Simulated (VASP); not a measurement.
# BaTe (P-6m2) in VASP: further runs

Runs on BaTe. Level: PBE. Tasks: single point, relaxation of cell and atoms.

All numbers are computed with VASP 6.6.1; they aren't measurements. Logs are shortened: lines on timing, memory, paths and dates and some standing lists are left out, and cuts for length are marked.

**1. The cell of the first run**

Symmetry: P-6m2, No. 187, hexagonal system. The conventional cell has a = 4.750 Å, b = 4.750 Å, c = 4.379 Å, α = 90.00°, β = 90.00°, γ = 120.00°. Ba (site symmetry -6m2) has 6 Te at 3.51 Å and 2 Ba at 4.38 Å within 4.6 Å. Te (site symmetry -6m2) has 6 Ba at 3.51 Å and 2 Te at 4.38 Å within 4.6 Å.

**2. Single point, PBE (volume scaled by 0.97, then relaxed in part)**

INCAR reads:

```
  PREC = Accurate
  ENCUT = 520
  EDIFF = 1E-6
  ISMEAR = 0
  SIGMA = 0.02
  LREAL = F
  LASPH = T
  NELM = 80
  ALGO = Normal
  ISIF = 2
  LWAVE = F
  LCHARG = F
  GGA = PE
  NBANDS = 15
```

KPOINTS reads:

```
regular mesh
0
Gamma
  9 9 6
```

POSCAR reads:

```
BaTe
1.0
    4.7503936910      0.0000000000      0.0000000000
   -2.3751968455      4.1139616144      0.0000000000
    0.0000000000      0.0000000000      4.3789681717
Ba Te
1 1
Direct
    0.3333333333      0.6666666667      0.5000000000
    0.0000000000      0.0000000000      0.0000000000
```

Potentials or basis: VASP PAW PBE potentials, release 64 (Ba_sv, Te).

The run is started by

```console
$ cat potpaw_PBE.64/Ba_sv/POTCAR potpaw_PBE.64/Te/POTCAR > POTCAR
$ mpirun -np 1 vasp_std > vasp.out
```

OUTCAR:

```text
PREC = Accurate
   ENCUT = 520
   EDIFF = 1E-6
   ISMEAR = 0
   LREAL = F
   LASPH = T
   NELM = 80
   ISIF = 2
   GGA = PE

 ion  position               nearest neighbor table
   1  0.333  0.667  0.500-   2 3.51   2 3.51   2 3.51   2 3.51   2 3.51   2 3.51
   2  0.000  0.000  0.000-   1 3.51   1 3.51   1 3.51   1 3.51   1 3.51   1 3.51

  LATTYP: Found a hexagonal cell.
 ALAT       =     4.7503936910
 C/A-ratio  =     0.9218116343

  Lattice vectors:

 A1 = (   4.7503936910,   0.0000000000,   0.0000000000)
 A2 = (  -2.3751968455,   4.1139616144,   0.0000000000)
 A3 = (   0.0000000000,   0.0000000000,   4.3789681717)

Analysis of symmetry for initial positions (statically):
=====================================================================
 Subroutine PRICEL returns:
 Original cell was already a primitive cell.

 Routine SETGRP: Setting up the symmetry group for a
 hexagonal supercell.

 Subroutine GETGRP returns: Found 12 space group operations
 (whereof 12 operations were pure point group operations)
 out of a pool of 24 trial point group operations.

The static configuration has the point symmetry D_3h.

Analysis of symmetry for dynamics (positions and initial velocities):
=====================================================================
 Subroutine PRICEL returns:
 Original cell was already a primitive cell.

 Routine SETGRP: Setting up the symmetry group for a
 hexagonal supercell.

 Subroutine GETGRP returns: Found 12 space group operations
 (whereof 12 operations were pure point group operations)
 out of a pool of 24 trial point group operations.

The dynamic configuration has the point symmetry D_3h.

 Subroutine INISYM returns: Found 12 space group operations
 (whereof 12 operations are pure point group operations),
 and found     1 'primitive' translations

----------------------------------------------------------------------------------------

                                     Primitive cell

  volume of cell :      85.5779

  direct lattice vectors                    reciprocal lattice vectors
     4.750393691  0.000000000  0.000000000     0.210508868  0.121537352  0.000000000
    -2.375196846  4.113961614  0.000000000     0.000000000  0.243074704  0.000000000
     0.000000000  0.000000000  4.378968172     0.000000000  0.000000000  0.228364300

  length of vectors
     4.750393691  4.750393691  4.378968172     0.243074704  0.243074704  0.228364300

  position of ions in fractional coordinates (direct lattice)
     0.333333333  0.666666667  0.500000000
     0.000000000  0.000000000  0.000000000

  ion indices of the primitive-cell ions
   primitive index   ion index
                 1           1
                 2           2

----------------------------------------------------------------------------------------

 KPOINTS: regular mesh

Automatic generation of k-mesh.
 Grid dimensions read from file:
 generate k-points for:    9    9    6

 Generating k-lattice:

  Cartesian coordinates                     Fractional coordinates (reciprocal lattice)
     0.023389874  0.013504150  0.000000000     0.111111111  0.000000000  0.000000000
     0.000000000  0.027008300  0.000000000     0.000000000  0.111111111  0.000000000
     0.000000000  0.000000000  0.038060717     0.000000000  0.000000000  0.166666667

  Length of vectors
     0.027008300  0.027008300  0.038060717

  Shift w.r.t. Gamma in fractional coordinates (k-lattice)
     0.000000000  0.000000000  0.000000000

 Subroutine IBZKPT returns following result:
 ===========================================

 Found     48 irreducible k-points:

 Following reciprocal coordinates:
            Coordinates               Weight
  0.000000  0.000000  0.000000      1.000000
  0.111111  0.000000  0.000000      6.000000
  0.222222 -0.000000  0.000000      6.000000
  0.333333  0.000000  0.000000      6.000000
  0.444444 -0.000000  0.000000      6.000000
  0.111111  0.111111  0.000000      6.000000
[... 16 lines left out ...]
  0.333333  0.222222  0.166667     24.000000
  0.333333  0.333333  0.166667      4.000000
 [... further k-points ...]
   k-points           NKPTS =     48   k-points in BZ     NKDIM =     48   number of bands    NBANDS=     15
   number of dos      NEDOS =    301   number of ions     NIONS =      2
   total plane-waves  NPLWV =  46656
   dimension x,y,z NGX =    36 NGY =   36 NGZ =   36
   dimension x,y,z NGXF=    72 NGYF=   72 NGZF=   72
   ions per type =               1   1
   NGX,Y,Z   is equivalent  to a cutoff of  12.60, 12.60, 13.67 a.u.
   NGXF,Y,Z  is equivalent  to a cutoff of  25.20, 25.20, 27.33 a.u.
 SYSTEM =  unknown system
   PREC   = accura    normal or accurate (medium, high low for compatibility)
   ISTART =      0    job   : 0-new  1-cont  2-samecut
   ICHARG =      2    charge: 1-file 2-atom 10-const
   ISPIN  =      1    spin polarized calculation?
   LNONCOLLINEAR =      F non collinear calculations
   LSORBIT =      F    spin-orbit coupling
[... 28 lines left out ...]
   GGA     = PE    functional components
   LHFCALC =     F    Hartree Fock is set to
   AEXX    =    0.0000 exact exchange contribution
   IVDW    =     0    specifies the selected vdW correction
   LEPSILON=     F    determine dielectric tensor
   LRPA    =     F    only Hartree local field effects (RPA)
 non-spin polarized calculation
 Gauss-broadening in eV      SIGMA  =   0.02
  energy-cutoff  :      520.00
  volume of cell :       85.58
 maximum number of plane-waves:      2343
 NGX is ok and might be reduce to    36
   NGX = 17   NGY = 17   NGZ = 17

 number of electron      15.9999999 magnetization

 Free energy of the ion-electron system (eV)
  ---------------------------------------------------
  ext. energy  EPLUGINS =         0.00000000
  ---------------------------------------------------
  free energy    TOTEN  =        -8.37792818 eV

  energy without entropy =       -8.37792818  energy(sigma->0) =       -8.37792818

 E-fermi :   2.7578     XC(G=0):  -8.2134

 val. band max:        2.6244371175   @ k =   0.0000   0.0000   0.0000
 cond. band min:       4.0404212946   @ k =   0.0000   0.0000   0.0000
 fundamental gap:      1.4159841771
 Fermi energy:         2.7578244462

 k-point     1 :       0.0000    0.0000    0.0000
  band No.  band energies     occupation
      1     -24.8022      2.00000
      2      -9.9633      2.00000
      3      -9.9633      2.00000
      4      -9.8673      2.00000
      5      -7.1869      2.00000
      6       1.8861      2.00000
      7       1.8861      2.00000
      8       2.6244      2.00000
      9       4.0404      0.00000
     10       5.1289      0.00000
     11       7.2234      0.00000
     12       7.2234      0.00000
     13       7.4121      0.00000
     14       7.4121      0.00000
     15       9.6200      0.00000

 k-point     2 :       0.1111    0.0000    0.0000
  band No.  band energies     occupation
      1     -24.8005      2.00000
      2     -10.0161      2.00000
      3      -9.9706      2.00000
      4      -9.8621      2.00000
      5      -7.1123      2.00000
      6       1.5947      2.00000
      7       1.9172      2.00000
      8       2.5412      2.00000
      9       4.1496      0.00000
     10       5.5823      0.00000
     11       6.8435      0.00000
     12       7.2238      0.00000
     13       7.3484      0.00000
     14       7.5353      0.00000
     15       9.7851      0.00000

 k-point     3 :       0.2222   -0.0000    0.0000
  band No.  band energies     occupation
      1     -24.7961      2.00000
      2     -10.1401      2.00000
      3      -9.9891      2.00000
      4      -9.8490      2.00000
      5      -6.9313      2.00000
      6       1.0522      2.00000
      7       1.9912      2.00000
      8       2.3481      2.00000
      9       4.3695      0.00000
     10       6.1781      0.00000
     11       6.7046      0.00000
     12       7.1998      0.00000
     13       7.2938      0.00000
     14       7.7735      0.00000
     15       9.9199      0.00000
[... 343 lines left out ...]
 k-point    23 :       0.3333    0.2222    0.1667
  band No.  band energies     occupation
      1     -24.7819      2.00000
      2     -10.2753      2.00000
      3     -10.0783      2.00000
      4      -9.9098      2.00000
      5      -6.5938      2.00000
      6       0.7268      2.00000
      7       1.3706      2.00000
      8       1.6707      2.00000
      9       5.1571      0.00000
     10       6.3418      0.00000
     11       6.9639      0.00000
     12       7.3174      0.00000
     13       8.1772      0.00000
     14       9.5770      0.00000
     15      10.0759      0.00000

 k-point    24 :       0.3333    0.3333    0.1667
  band No.  band energies     occupation
      1     -24.7810      2.00000
      2     -10.2672      2.00000
      3     -10.1096      2.00000
      4      -9.9049      2.00000
      5      -6.5731      2.00000
      6       0.9485      2.00000
      7       1.0777      2.00000
      8       1.6099      2.00000
      9       5.3865      0.00000
     10       6.3468      0.00000
     11       6.8726      0.00000
     12       7.0440      0.00000
     13       8.5625      0.00000
     14       9.4984      0.00000
     15      10.9070      0.00000

 [... further k-points ...]
[... 5 lines left out ...]
  --------------------------------------------------------------------------------------
  -------------------------------------------------------------------------------------
  Total        0.6572322      0.6572322      0.7063791      0.0000000      0.0000000      0.0000000
  in kB       12.3046082     12.3046082     13.2247303      0.0000000      0.0000000      0.0000000
  external PRESSURE =      12.6113156 kB  Pullay stress =       0.0000000 kB

 VOLUME and BASIS-vectors are now :
 -----------------------------------------------------------------------------
  energy-cutoff  :      520.00
  volume of cell :       85.58
      direct lattice vectors                 reciprocal lattice vectors
     4.750393691  0.000000000  0.000000000     0.210508868  0.121537352  0.000000000
    -2.375196846  4.113961614  0.000000000     0.000000000  0.243074704  0.000000000
     0.000000000  0.000000000  4.378968172     0.000000000  0.000000000  0.228364300

 POSITION                                       TOTAL-FORCE (eV/Angst)
 -----------------------------------------------------------------------------------
     -0.00000      2.74264      2.18948         0.000000      0.000000      0.000000
      0.00000      0.00000      0.00000        -0.000000      0.000000      0.000000
 -----------------------------------------------------------------------------------
    total drift:                                0.000000     -0.000000     -0.000000

  FREE ENERGIE OF THE ION-ELECTRON SYSTEM (eV)
  ---------------------------------------------------
  free  energy   TOTEN  =        -8.3779281765 eV

  energy  without entropy=       -8.3779281765  energy(sigma->0) =       -8.37792818
```

It took 35 s on 1 thread of Intel Xeon Platinum 8488C (Sapphire Rapids), shared host; peak memory 0.24 GiB.

Results:

```
Free energy            : -8.3779 eV
Pressure               : 1.3 GPa
Band gap on the k mesh : 1.42 eV, direct
```

Levels at points of the mesh, in eV from the valence-band top:
| k point | band 5 | band 6 | band 7 | band 8 | band 9 | band 10 | band 11 | band 12 |
| --- | --- | --- | --- | --- | --- | --- | --- | --- |
| (0.00, 0.00, 0.00) | -9.81 | -0.74 | -0.74 | 0.00 | 1.42 | 2.50 | 4.60 | 4.60 |
| (0.00, 0.00, 0.50) | -9.01 | -2.70 | -0.51 | -0.51 | 2.94 | 2.94 | 3.82 | 3.82 |

Caveat: the cell differs from its parent crystal (volume scaled by 0.97, then relaxed in part); spin-orbit coupling is left out, which moves the levels of the heavy elements.

**3. Single point, PBE**

This run uses another cell than the first one, of 44.11 Å³/atom, 1.031 times its volume.

INCAR reads:

```
SYSTEM = BaTe
PREC = Accurate ; ENCUT = 520
EDIFF = 1E-6 ; ISMEAR = 0
SIGMA = 0.02 ; LREAL = .FALSE.
LASPH = .TRUE. ; NELM = 80
ALGO = Normal ; ISIF = 2
LWAVE = .FALSE. ; LCHARG = .TRUE.
GGA = PE ; LELF = .TRUE.
LVHAR = .TRUE. ; NBANDS = 15
```

KPOINTS reads:

```
Automatic mesh
0
G
  9 9 6
  0 0 0
```

POSCAR reads:

```
BaTe
1.0
    4.8067901086      0.0000000000      0.0000000000
   -2.4033950543      4.1628023447      0.0000000000
    0.0000000000      0.0000000000      4.4090897940
Ba Te
1 1
Direct
    0.3333333333      0.6666666667      0.5000000000
    0.0000000000      0.0000000000      0.0000000000
```

Potentials or basis: VASP PAW PBE potentials, release 64 (Ba_sv, Te).

The run is started by

```console
$ cat potpaw_PBE.64/Ba_sv/POTCAR potpaw_PBE.64/Te/POTCAR > POTCAR
$ mpirun -np 1 vasp_std > vasp.out
```

Wall time 37 s (1 thread of Intel Xeon Platinum 8488C (Sapphire Rapids), shared host); peak memory 0.24 GiB.

It converged, with:

```
Free energy            : -8.3909 eV
Pressure               : 0.4 GPa
Band gap on the k mesh : 1.47 eV, direct
```

Stress tensor (GPa, compression positive):
```
0.32 0.00 0.00
0.00 0.32 0.00
0.00 0.00 0.40
```

Levels at points of the mesh, in eV from the valence-band top:
| k point | band 4 | band 5 | band 6 | band 7 | band 8 | band 9 | band 10 | band 11 | band 12 | band 13 |
| --- | --- | --- | --- | --- | --- | --- | --- | --- | --- | --- |
| (0.00, 0.00, 0.00) | -12.56 | -9.75 | -0.72 | -0.72 | 0.00 | 1.47 | 2.40 | 4.53 | 4.53 | 4.72 |
| (0.00, 0.00, 0.50) | -12.62 | -9.02 | -2.62 | -0.50 | -0.50 | 2.93 | 2.93 | 3.78 | 3.78 | 4.55 |

Caveat: spin-orbit coupling is left out, which moves the levels of the heavy elements. A k mesh can miss the band edges.

**4. Single point, PBE**

This run uses another cell than the first one, of 44.11 Å³/atom, 1.031 times its volume.

INCAR reads:

```
PREC     = Accurate       # precision mode
ENCUT    = 520            # plane-wave cutoff, eV
EDIFF    = 1E-6           # SCF threshold, eV
ISMEAR   = 0              # smearing method
SIGMA    = 0.02           # smearing width, eV
LREAL    = F              # projectors in reciprocal space
LASPH    = T              # aspherical terms in the spheres
NELM     = 80             # most SCF steps
ALGO     = Normal         # electronic algorithm
ISIF     = 2              # what is computed and relaxed
LWAVE    = F              # write WAVECAR
LCHARG   = T              # write CHGCAR
GGA      = PE             # functional
LELF     = T              # ELF
LVHAR    = T            
NBANDS   = 15             # bands
```

KPOINTS reads:

```
Automatic mesh
0
Gamma
  9 9 6
```

POSCAR is that of step 3.

The run is started by

```console
$ cat potpaw_PBE.64/Ba_sv/POTCAR potpaw_PBE.64/Te/POTCAR > POTCAR
$ mpirun -np 1 vasp_std > vasp.out
```

Run time: 37 s. Hardware: 1 thread of Intel Xeon Platinum 8488C (Sapphire Rapids), shared host; peak memory 0.24 GiB.

The run converged. Its results:

- Free energy: -8.3909 eV
- Pressure: 0.4 GPa
- Band gap on the k mesh: 1.47 eV, direct

Stress tensor (GPa, compression positive):
```
0.32 0.00 0.00
0.00 0.32 0.00
0.00 0.00 0.40
```

Levels at points of the mesh, in eV from the valence-band top:
```
           k point  band 6  band 7  band 8  band 9  band 10  band 11
(0.00, 0.00, 0.00)   -0.72   -0.72    0.00    1.47     2.40     4.53
(0.00, 0.00, 0.50)   -2.62   -0.50   -0.50    2.93     2.93     3.78
```

Caveat: spin-orbit coupling is left out, which moves the levels of the heavy elements. A k mesh can miss the band edges.

**5. Relaxation of cell and atoms, PBE**

This run uses another cell than the first one, of 33.97 Å³/atom, 0.794 times its volume.

INCAR reads:

```
PREC     = Accurate       # precision mode
ENCUT    = 600            # plane-wave cutoff, eV
EDIFF    = 1E-7           # SCF threshold, eV
ISMEAR   = 0              # smearing method
SIGMA    = 0.1            # smearing width, eV
LREAL    = False          # projectors in reciprocal space
LASPH    = True           # aspherical terms in the spheres
NELM     = 80             # most SCF steps
ALGO     = Normal         # electronic algorithm
ISIF     = 3              # what is computed and relaxed
LWAVE    = False          # write WAVECAR
LCHARG   = False          # write CHGCAR
GGA      = PE             # functional
IBRION   = 2              # ionic algorithm
NSW      = 90             # ionic steps
EDIFFG   = -0.04          # ionic threshold
```

KPOINTS reads:

```
regular mesh
0
Gamma
  6 6 4
```

POSCAR reads:

```
BaTe
1.0
    4.2940800600      0.0000000000      0.0000000000
   -2.1470400300      3.7187824200      0.0000000000
    0.0000000000      0.0000000000      4.2545410000
Ba Te
1 1
Direct
    0.3333333300      0.6666666700      0.5000000000
    0.0000000000      0.0000000000      0.0000000000
```

The run is started by

```console
$ cat potpaw_PBE.64/Ba_sv/POTCAR potpaw_PBE.64/Te/POTCAR > POTCAR
$ mpirun -np 1 vasp_std > vasp.out
```

Wall time 67 s (1 thread of Intel Xeon Platinum 8488C (Sapphire Rapids), shared host); peak memory 0.22 GiB.

The run converged. Its results:

| Property | Result |
| --- | --- |
| Free energy | -8.3846 eV |
| Relaxed volume | 44.71 Å³/atom |
| Relaxed cell | a = 4.824 Å, b = 4.824 Å, c = 4.438 Å, α = 90.00°, β = 90.00°, γ = 120.00° |
| Space group after relaxing (to 0.05 Å) | P-6m2 (No. 187) |
| Energy gained by relaxing | 337.2 meV/atom |
| Ionic steps | 6 |
| Pressure after relaxing | 0.0 GPa |
| Band gap on the k mesh | 1.50 eV, direct |

The path:
| step | energy change (eV) | largest force (eV/Å) | pressure (GPa) | volume (Å³) |
| --- | --- | --- | --- | --- |
| 1 | 0.0000 | 0.0000 | 12.54 | 67.94 |
| 2 | -0.5521 | 0.0000 | -2.30 | 97.57 |
| 3 | -0.6259 | 0.0000 | 0.10 | 87.68 |
| 4 | -0.6260 | 0.0000 | -0.04 | 88.13 |
| 5 | -0.6681 | 0.0000 | -0.04 | 89.00 |
| 6 | -0.6745 | 0.0000 | -0.02 | 89.43 |

Final structure:
```yaml
crystal:
  lattice:
    - [4.82356, 0.00000, 0.00000]
    - [-2.41178, 4.17733, 0.00000]
    - [0.00000, 0.00000, 4.43823]
  atoms:
    - { symbol: Ba, position: [0.33333, 0.66667, 0.50000] }
    - { symbol: Te, position: [0.00000, 0.00000, 0.00000] }
```

Levels at points of the mesh, in eV from the valence-band top:
| k point | band 4 | band 5 | band 6 | band 7 | band 8 | band 9 | band 10 | band 11 | band 12 |
| --- | --- | --- | --- | --- | --- | --- | --- | --- | --- |
| (0.00, 0.00, 0.00) | -12.57 | -9.69 | -0.68 | -0.68 | 0.00 | 1.50 | 2.39 | 4.51 | 4.51 |
| (0.50, 0.00, 0.00) | -12.54 | -9.19 | -2.19 | -0.54 | -0.49 | 1.66 | 4.26 | 4.48 | 4.80 |
| (0.00, 0.00, 0.50) | -12.64 | -9.01 | -2.56 | -0.46 | -0.46 | 2.95 | 2.95 | 3.80 | 3.80 |
| (0.50, 0.00, 0.50) | -12.68 | -9.27 | -1.82 | -1.43 | -1.10 | 2.52 | 4.01 | 5.08 | 5.68 |

Caveat: the volume moved by over 15 % at a fixed basis, so the end points are rough; spin-orbit coupling is left out, which moves the levels of the heavy elements.

**6. Summary**

```tsv
task	cell	k mesh	cutoff (eV)	smearing	gap on the mesh (eV)	pressure (GPa)
single point	a = 4.750, b = 4.750, c = 4.379 Å, angles 90.0, 90.0, 120.0°, 2 atoms	9 × 9 × 6	520	gaussian 0.02 eV	1.42	1.3
single point	a = 4.807, b = 4.807, c = 4.409 Å, angles 90.0, 90.0, 120.0°, 2 atoms	9 × 9 × 6	520	gaussian 0.02 eV	1.47	0.4
relaxation of cell and atoms	relaxed from a = 4.294, b = 4.294, c = 4.255 Å, angles 90.0, 90.0, 120.0°, 2 atoms	6 × 6 × 4	600	gaussian 0.1 eV	1.50	0.0
```

Alike in all rows: level PBE; potentials or basis VASP PAW PBE potentials, release 64 (Ba_sv, Te); no spin polarisation.

Caveats: spin-orbit coupling is left out, which moves the levels of the heavy elements; the volume moved by over 15 % at a fixed basis, so the end points are rough (some runs).

Absolute energies hang on the potentials; compare differences alone.
